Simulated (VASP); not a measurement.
# SmNb (I4/mmm) in VASP: relaxation of cell and atoms with PBE

Aim: the relaxation of cell and atoms of SmNb with PBE.

Program: VASP 6.6.1. These are calculated values, not measurements. Logs are shortened: lines on timing, memory, paths and dates and some standing lists are left out, and cuts for length are marked.

## (1) The cell of the first run

The structure is tetragonal, space group I4/mmm (No. 139). The conventional cell has a = 3.754 Å, b = 3.754 Å, c = 7.166 Å, α = 90.00°, β = 90.00°, γ = 90.00°. Within 3.6 Å of Sm (site symmetry 4/mmm) lie 6 Nb at 2.65 to 3.58 Å. Nb (site symmetry 4/mmm) has 6 Sm at 2.65 to 3.58 Å within 3.6 Å.

The cell was generated, and may not be a known phase.

## (2) Relaxation of cell and atoms, PBE

The input, INCAR:

```
ALGO     = Normal         # electronic algorithm
EDIFF    = 1E-7           # SCF threshold, eV
EDIFFG   = -0.08          # ionic threshold
ENCUT    = 500            # plane-wave cutoff, eV
GGA      = PE             # functional
GGA_COMPAT= F            
IBRION   = 2              # ionic algorithm
ISIF     = 3              # what is computed and relaxed
ISMEAR   = 0              # smearing method
LASPH    = T              # aspherical terms in the spheres
LCHARG   = F              # write CHGCAR
LMAXMIX  = 6              # l up to which the mixer works
LREAL    = F              # projectors in reciprocal space
LWAVE    = F              # write WAVECAR
NELM     = 200            # most SCF steps
NELMIN   = 4            
NSW      = 36             # ionic steps
PREC     = Accurate       # precision mode
SIGMA    = 0.2            # smearing width, eV
```

The input, KPOINTS:

```
k-points
0
Gamma
  7 7 7
```

The input, POSCAR:

```
SmNb
1.0
   -1.8768133100      1.8768133100      3.5831988400
    1.8768133100     -1.8768133100      3.5831988400
    1.8768133100      1.8768133100     -3.5831988400
Sm Nb
1 1
Direct
    0.0000000000      0.0000000000      0.0000000000
    0.5000000000      0.5000000000      0.0000000000
```

Potentials or basis: VASP PAW PBE potentials, release 64 (Sm_3, Nb_sv), 4f in core.

Command:

```
cat potpaw_PBE.64/Sm_3/POTCAR potpaw_PBE.64/Nb_sv/POTCAR > POTCAR
mpirun -np 1 vasp_std > vasp.out
```

OUTCAR:

```text
EDIFF = 1E-7
   EDIFFG = -0.08
   ENCUT = 500
   GGA = PE
   IBRION = 2
   ISIF = 3
   ISMEAR = 0
   LASPH = T
   LREAL = F
   NELM = 200
   NELMIN = 4
   NSW = 36
   PREC = Accurate

 ion  position               nearest neighbor table
   1  0.000  0.000  0.000-   2 2.65   2 2.65   2 2.65   2 2.65
   2  0.500  0.500  0.000-   1 2.65   1 2.65   1 2.65   1 2.65

  LATTYP: Found a body centered tetragonal cell.
 ALAT       =     3.7536266200
 C/A-ratio  =     1.9091930033

  Lattice vectors:

 A1 = (  -1.8768133100,   1.8768133100,   3.5831988400)
 A2 = (   1.8768133100,  -1.8768133100,   3.5831988400)
 A3 = (   1.8768133100,   1.8768133100,  -3.5831988400)

Analysis of symmetry for initial positions (statically):
=====================================================================
 Subroutine PRICEL returns:
 Original cell was already a primitive cell.

 Routine SETGRP: Setting up the symmetry group for a
 body centered tetragonal supercell.

 Subroutine GETGRP returns: Found 16 space group operations
 (whereof 16 operations were pure point group operations)
 out of a pool of 16 trial point group operations.

The static configuration has the point symmetry D_4h.

Analysis of symmetry for dynamics (positions and initial velocities):
=====================================================================
 Subroutine PRICEL returns:
 Original cell was already a primitive cell.

 Routine SETGRP: Setting up the symmetry group for a
 body centered tetragonal supercell.

 Subroutine GETGRP returns: Found 16 space group operations
 (whereof 16 operations were pure point group operations)
 out of a pool of 16 trial point group operations.

The dynamic configuration has the point symmetry D_4h.

 Subroutine INISYM returns: Found 16 space group operations
 (whereof 16 operations are pure point group operations),
 and found     1 'primitive' translations

----------------------------------------------------------------------------------------

                                     Primitive cell

  volume of cell :      50.4862

  direct lattice vectors                    reciprocal lattice vectors
    -1.876813310  1.876813310  3.583198840     0.000000000  0.266409023  0.139540121
     1.876813310 -1.876813310  3.583198840     0.266409023  0.000000000  0.139540121
     1.876813310  1.876813310 -3.583198840     0.266409023  0.266409023  0.000000000

  length of vectors
     4.459166999  4.459166999  4.459166999     0.300741106  0.300741106  0.376759253

  position of ions in fractional coordinates (direct lattice)
     0.000000000  0.000000000  0.000000000
     0.500000000  0.500000000  0.000000000

  ion indices of the primitive-cell ions
   primitive index   ion index
                 1           1
                 2           2

----------------------------------------------------------------------------------------

 KPOINTS: k-points

Automatic generation of k-mesh.
 Grid dimensions read from file:
 generate k-points for:    7    7    7

 Generating k-lattice:

  Cartesian coordinates                     Fractional coordinates (reciprocal lattice)
     0.000000000  0.038058432  0.019934303     0.142857143  0.000000000 -0.000000000
     0.038058432  0.000000000  0.019934303     0.000000000  0.142857143 -0.000000000
     0.038058432  0.038058432  0.000000000     0.000000000  0.000000000  0.142857143

  Length of vectors
     0.042963015  0.042963015  0.053822750

  Shift w.r.t. Gamma in fractional coordinates (k-lattice)
     0.000000000  0.000000000  0.000000000

 Subroutine IBZKPT returns following result:
 ===========================================

 Found     40 irreducible k-points:

 Following reciprocal coordinates:
            Coordinates               Weight
  0.000000  0.000000  0.000000      1.000000
  0.142857 -0.000000  0.000000      8.000000
  0.285714  0.000000 -0.000000      8.000000
  0.428571 -0.000000  0.000000      8.000000
  0.142857  0.142857  0.000000      8.000000
  0.285714  0.142857  0.000000     16.000000
[... 16 lines left out ...]
 -0.142857  0.285714  0.142857      8.000000
 -0.428571  0.428571  0.142857      8.000000
 [... further k-points ...]
   k-points           NKPTS =     40   k-points in BZ     NKDIM =     40   number of bands    NBANDS=     16
   number of dos      NEDOS =    301   number of ions     NIONS =      2
   total plane-waves  NPLWV =  46656
   dimension x,y,z NGX =    36 NGY =   36 NGZ =   36
   dimension x,y,z NGXF=    72 NGYF=   72 NGZF=   72
   ions per type =               1   1
   NGX,Y,Z   is equivalent  to a cutoff of  13.42, 13.42, 13.42 a.u.
   NGXF,Y,Z  is equivalent  to a cutoff of  26.84, 26.84, 26.84 a.u.
 SYSTEM =  unknown system
   PREC   = accura    normal or accurate (medium, high low for compatibility)
   ISTART =      0    job   : 0-new  1-cont  2-samecut
   ICHARG =      2    charge: 1-file 2-atom 10-const
   ISPIN  =      1    spin polarized calculation?
   LNONCOLLINEAR =      F non collinear calculations
   LSORBIT =      F    spin-orbit coupling
   LASPH  =      T    aspherical Exc in radial PAW
   ENCUT  =  500.0 eV  36.75 Ry    6.06 a.u.   8.13  8.13  8.13*2*pi/ulx,y,z
   NELM   =    200;   NELMIN=  4; NELMDL= -5     # of ELM steps
   EDIFF  = 0.1E-06   stopping-criterion for ELM
   LREAL  =      F    real-space projection
   EDIFFG = -.8E-01   stopping-criterion for IOM
   NSW    =     36    number of steps for IOM
   IBRION =      2    ionic relax: 0-MD 1-quasi-New 2-CG
   NFREE  =      1    steps in history (QN), initial steepest desc. (CG)
   ISIF   =      3    stress and relaxation
   ISYM   =      2    0-nonsym 1-usesym 2-fastsym
   POTIM  = 0.5000    time-step for ionic-motion
   TEBEG  =    0.0;   TEEND  =   0.0 temperature during run
   PSTRESS=    0.0 pullay stress
   NELECT =      24.0000    total number of electrons
   NUPDOWN=      -1.0000    fix difference up-down
   EMIN   =  10.00;   EMAX   =-10.00  energy-range for DOS
   EFERMI =   0.00;   METHOD = LEGACY
   ISMEAR =     0;   SIGMA  =   0.20  broadening in eV -4-tet -1-fermi 0-gaus
   EFERMI_NEDOS =   21; number of points for ismear=-14 and -15
   IALGO  =     38    algorithm
   IMIX   =      4    mixing-type and parameters
     AMIX     =   0.40;   BMIX     =  1.00
     AMIX_MAG =   1.60;   BMIX_MAG =  1.00
  volume/ion in A,a.u.               =      25.24       170.35
  Fermi-wavevector in a.u.,A,eV,Ry     =   1.277676  2.414458 22.210928  1.632457
  Thomas-Fermi vector in A             =   2.410262
   LORBIT       =      0    0 simple, 1 ext, 2 COOP (PROOUT), +10 PAW based schemes
   GGA     = PE    functional components
   LHFCALC =     F    Hartree Fock is set to
   AEXX    =    0.0000 exact exchange contribution
   IVDW    =     0    specifies the selected vdW correction
   LEPSILON=     F    determine dielectric tensor
   LRPA    =     F    only Hartree local field effects (RPA)
 conjugate gradient relaxation of ions
 non-spin polarized calculation
 Gauss-broadening in eV      SIGMA  =   0.20
  energy-cutoff  :      500.00
  volume of cell :       50.49
 maximum number of plane-waves:      1293
 NGX is ok and might be reduce to    36
   NGX = 17   NGY = 17   NGZ = 17

--------------------------------------- Ionic step        1  -------------------------------------------

 number of electron      24.0000001 magnetization

 Free energy of the ion-electron system (eV)
  ---------------------------------------------------
  ext. energy  EPLUGINS =         0.00000000
  ---------------------------------------------------
  free energy    TOTEN  =       -11.22701797 eV

  energy without entropy =      -11.17051911  energy(sigma->0) =      -11.19876854

------------------------ aborting loop because EDIFF is reached ----------------------------------------

  FORCE on cell =-STRESS in cart. coord.  units (eV):
  Direction    XX          YY          ZZ          XY          YZ          ZX
  --------------------------------------------------------------------------------------
  -------------------------------------------------------------------------------------
  Total        6.5821003      6.5821003     -2.6307292      0.0000000      0.0000000      0.0000000
  in kB      208.8824855    208.8824855    -83.4860034      0.0000000      0.0000000      0.0000000
  external PRESSURE =     111.4263225 kB  Pullay stress =       0.0000000 kB
[... 21 lines left out ...]
  energy  without entropy=      -11.1705191134  energy(sigma->0) =      -11.19876854

--------------------------------------- Ionic step        2  -------------------------------------------

 number of electron      24.0000001 magnetization

 E-fermi :   4.0171     XC(G=0):  -9.7991

 val. band max:        3.9684857775   @ k =  -0.1429  -0.2857   0.1429
 cond. band min:       4.0231052795   @ k =  -0.4286   0.4286   0.4286
 fundamental gap:      0.0546195021
 Fermi energy:         4.0171302302

 k-point     1 :       0.0000    0.0000    0.0000
  band No.  band energies     occupation
      1     -50.8753      2.00000
      2     -36.4123      2.00000
      3     -26.9503      2.00000
      4     -26.9460      2.00000
      5     -26.9460      2.00000
      6     -15.8144      2.00000
[... 8 lines left out ...]
     15       8.7202      0.00000
     16       8.7202      0.00000
[... 420 lines left out ...]
  band No.  band energies     occupation
      1     -50.8741      2.00000
      2     -36.4075      2.00000
      3     -26.9608      2.00000
      4     -26.9573      2.00000
      5     -26.9505      2.00000
      6     -15.9157      2.00000
[... 8 lines left out ...]
     15       5.8362      0.00000
     16       6.9897      0.00000

 [... further k-points ...]
[... 5 lines left out ...]
  --------------------------------------------------------------------------------------
  -------------------------------------------------------------------------------------
  Total       -2.2064958     -2.2064958     -3.5764400      0.0000000      0.0000000      0.0000000
  in kB      -55.6825391    -55.6825391    -90.2540874      0.0000000      0.0000000      0.0000000
  external PRESSURE =     -67.2063885 kB  Pullay stress =       0.0000000 kB
[... 129 lines left out ...]
  energy  without entropy=      -12.1671978834  energy(sigma->0) =      -12.20290589

--------------------------------------- Ionic step        6  -------------------------------------------

 number of electron      24.0000000 magnetization

 Free energy of the ion-electron system (eV)
  ---------------------------------------------------
  ext. energy  EPLUGINS =         0.00000000
  ---------------------------------------------------
  free energy    TOTEN  =       -12.23912294 eV

  energy without entropy =      -12.16782730  energy(sigma->0) =      -12.20347512

 E-fermi :   5.3224     XC(G=0): -10.5838

 val. band max:        5.3202759120   @ k =  -0.2857   0.4286   0.1429
 cond. band min:       5.3462771000   @ k =  -0.4286   0.4286   0.1429
 fundamental gap:      0.0260011880
 Fermi energy:         5.3224282745

 k-point     1 :       0.0000    0.0000    0.0000
  band No.  band energies     occupation
      1     -49.4141      2.00000
      2     -34.6916      2.00000
      3     -25.5225      2.00000
      4     -25.5225      2.00000
      5     -25.5209      2.00000
      6     -14.1321      2.00000
[... 8 lines left out ...]
     15      11.0902      0.00000
     16      11.0902      0.00000
[... 420 lines left out ...]
  band No.  band energies     occupation
      1     -49.4111      2.00000
      2     -34.6812      2.00000
      3     -25.5565      2.00000
      4     -25.5433      2.00000
      5     -25.5290      2.00000
      6     -14.3021      2.00000
[... 8 lines left out ...]
     15       7.4555      0.00000
     16       8.9695      0.00000

 [... further k-points ...]
[... 5 lines left out ...]
  --------------------------------------------------------------------------------------
  -------------------------------------------------------------------------------------
  Total       -0.1545555     -0.1545555     -0.0765351      0.0000000      0.0000000      0.0000000
  in kB       -4.6526583     -4.6526583     -2.3039724      0.0000000      0.0000000      0.0000000
  external PRESSURE =      -3.8697630 kB  Pullay stress =       0.0000000 kB
[... 17 lines left out ...]
  FREE ENERGIE OF THE ION-ELECTRON SYSTEM (eV)
  ---------------------------------------------------
  free  energy   TOTEN  =       -12.2391229443 eV

  energy  without entropy=      -12.1678272957  energy(sigma->0) =      -12.20347512

 reached required accuracy - stopping structural energy minimisation
```

Run time: 4.3 min. Hardware: 1 thread of Intel Xeon Platinum 8259CL at 2.50GHz (Skylake/Cascade Lake), shared host; peak memory 0.23 GiB.

What came out:

* Free energy: -12.2391 eV
* Relaxed volume: 26.61 Å³/atom
* Relaxed cell: a = 4.222 Å, b = 4.222 Å, c = 4.222 Å, α = 119.98°, β = 119.98°, γ = 90.04°
* Space group after relaxing (to 0.1 Å): Fm-3m (No. 225)
* Energy gained by relaxing: 506.1 meV/atom
* Ionic steps: 6
* Pressure after relaxing: -0.4 GPa
* Band gap on the k mesh: zero (bands 12 and 13 overlap by 1.79 eV)

Stress tensor (GPa, compression positive):
```
-0.47  0.00  0.00
 0.00 -0.47  0.00
 0.00  0.00 -0.23
```

The path:
```tsv
step	energy change (eV)	largest force (eV/Å)	pressure (GPa)	volume (Å³)
1	0.0000	0.0000	11.14	50.49
2	-0.6868	0.0000	-6.72	63.49
3	-0.7313	0.0000	-4.16	60.08
4	-0.9679	0.0000	-2.25	55.42
5	-1.0116	0.0000	-0.07	52.93
6	-1.0121	0.0000	-0.39	53.22
```

Final structure:
```
Sm Nb
1.0
    -2.11154    2.11154    2.98425
     2.11154   -2.11154    2.98425
     2.11154    2.11154   -2.98425
Sm Nb
1 1
Direct
  0.00000 0.00000 0.00000
  0.50000 0.50000 0.00000
```

Levels at points of the mesh, in eV from the Fermi level:
```tsv
k point	band 10	band 11	band 12	band 13	band 14	band 15
(0.00, 0.00, 0.00)	-1.64	-1.64	-1.49	-1.49	-1.48	5.77
```

Caveat: spin-orbit coupling is left out, which moves the levels of the heavy elements; the 4f electrons are frozen in the core, so they carry no moment and show no levels. Spin polarisation is off, so any magnetic state and its effect on volume and gap are missing.

The gap in the log of VASP goes by the Fermi energy; the results here count the filled bands.